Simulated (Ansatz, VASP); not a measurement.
# One calculation of Sn, two programs

```
Sn
1.0
     0.00000    2.48275    2.48275
     2.48275    0.00000    2.48275
     2.48275    2.48275    0.00000
Sn
1
Direct
  0.00000 0.00000 0.00000
```

Alike in both runs: task single point; functional r2SCAN; k mesh 13 × 13 × 13; occupations fermi-dirac, width 0.1 eV; no spin polarisation.

```csv
,VASP,Ansatz
version,VASP 6.6.1,Ansatz 0.2.0
potentials or method,"VASP PAW PBE potentials, release 64 (Sn_d), cutoff 520 eV","plane waves (500 eV) with PAW, scalar-relativistic"
valence electrons in the cell,14,14
```

|  | VASP | Ansatz | Ansatz less VASP |
| --- | --- | --- | --- |
| pressure (GPa) | -4.4 | -4.4 | +0.04 |

VASP's potentials were made for PBE, not for r2SCAN.
